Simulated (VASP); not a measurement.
Input of a VASP 6.6.1 run:

Contents of INCAR:

```
SYSTEM = Bi
PREC     = Accurate       ! precision mode
ENCUT    = 520            ! plane-wave cutoff, eV
EDIFF    = 1E-6           ! SCF threshold, eV
ISMEAR   = -1             ! smearing method
SIGMA    = 0.1            ! smearing width, eV
LREAL    = .FALSE.        ! projectors in reciprocal space
LASPH    = .TRUE.         ! aspherical terms in the spheres
NELM     = 60             ! most SCF steps
ALGO     = Normal         ! electronic algorithm
ISIF     = 2              ! what is computed and relaxed
LWAVE    = .FALSE.        ! write WAVECAR
LCHARG   = .TRUE.         ! write CHGCAR
GGA      = PE             ! functional
LELF     = .TRUE.         ! ELF
LVHAR    = .TRUE.       
NBANDS   = 14             ! bands
```

KPOINTS

```
Automatic mesh
0
G
  15 15 15
  0 0 0
```

Contents of POSCAR:

```
Bi
1.0
    0.0000000000      2.2257124767      2.2257124767
    2.2257124767      0.0000000000      2.2257124767
    2.2257124767      2.2257124767      0.0000000000
Bi
1
Direct
    0.0000000000      0.0000000000      0.0000000000
```

Potentials or basis: VASP PAW PBE potentials, release 64 (Bi_d).

Run with:

```sh
$ cat potpaw_PBE.64/Bi_d/POTCAR > POTCAR
$ mpirun -np 1 vasp_std > vasp.out
```

Q: What does it give for the pressure?

A: 43.9 GPa.
